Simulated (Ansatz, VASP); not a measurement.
# Sn2Ge in VASP and in Ansatz

Contents of INCAR:

```
ALGO = Fast
EDIFF = 1E-6
ENCUT = 520
GGA = PS
ISIF = 2
ISMEAR = 0
LASPH = T
LCHARG = F
LREAL = F
LWAVE = F
NBANDS = 51
NELM = 80
PREC = Accurate
SIGMA = 0.1
```

KPOINTS

```
k-points
0
Gamma
  12 12 4
```

POSCAR

```
Sn2Ge
1.0
    4.4979755647      0.0000000000      0.0000000000
   -2.2489877824      3.8953611047      0.0000000000
    0.0000000000      0.0000000000     11.0582846443
Sn Ge
4 2
Direct
    0.3333333333      0.6666666667      0.8089017327
    0.6666666667      0.3333333333      0.1910982673
    0.3333333333      0.6666666667      0.5489270103
    0.6666666667      0.3333333333      0.4510729897
    0.0000000000      0.0000000000      0.8866967678
    0.0000000000      0.0000000000      0.1133032322
```

Input for Ansatz:

```yaml
crystal:
  lattice:
    - [4.4979755647, 0.0, 0.0]
    - [-2.2489877824, 3.8953611047, 0.0]
    - [0.0, 0.0, 11.0582846443]
  atoms:
    - { symbol: Sn, position: [0.3333333333, 0.6666666667, 0.8089017327] }
    - { symbol: Sn, position: [0.6666666667, 0.3333333333, 0.1910982673] }
    - { symbol: Sn, position: [0.3333333333, 0.6666666667, 0.5489270103] }
    - { symbol: Sn, position: [0.6666666667, 0.3333333333, 0.4510729897] }
    - { symbol: Ge, position: [0.0, 0.0, 0.8866967678] }
    - { symbol: Ge, position: [0.0, 0.0, 0.1133032322] }
basis:
  ecutwfc: 420
kpoints:
  mp_grid: { grid: [12, 12, 4] }
  band_path:
    path:
      - [[0.0, 0.0, 0.0], [0.5, 0.0, 0.0], [0.33333333, 0.33333333, 0.0], [0.0, 0.0, 0.0], [0.0, 0.0, 0.5], [0.5, 0.0, 0.5], [0.33333333, 0.33333333, 0.5], [0.0, 0.0, 0.5]]
      - [[0.5, 0.0, 0.5], [0.5, 0.0, 0.0]]
      - [[0.33333333, 0.33333333, 0.5], [0.33333333, 0.33333333, 0.0]]
    npoints: 14
hamiltonian:
  xc: pbesol
scf:
  occupations: { method: gaussian, width: 0.1 }
  n_extra_bands: 15
output:
  forces: true
  stress: true
  eigenvalues: true
  populations: true
  dos: { projected: true, de: 0.02, nscf_kmesh: { grid: [15, 15, 5] } }
  bader: true
  write_density: true
  write_potential: true
  elf: true
  volumetric_format: npy
```

Alike in both runs: task single point; functional PBEsol; k mesh 12 × 12 × 4; occupations gaussian, width 0.1 eV; no spin polarisation.

```csv
,VASP,Ansatz
version,VASP 6.6.1,Ansatz 0.2.0
potentials or method,"VASP PAW PBE potentials, release 64 (Sn_d, Ge_d), cutoff 520 eV","scalar-relativistic, plane waves, PAW"
valence electrons in the cell,84,84
```

```tsv
	VASP	Ansatz	Ansatz less VASP
gap on the k mesh at the Fermi level (eV)	none	none	-
pressure (GPa)	-2.2	-2.1	+0.06
rms of the force components (eV/Å)	0.014	0.013	-0.0008
```

VASP's potentials were made for PBE, not for PBEsol. Atom by atom the forces differ by 0.001 eV/Å (rms over components). A gap of «none» marks a metal or a gap that the smearing closes.
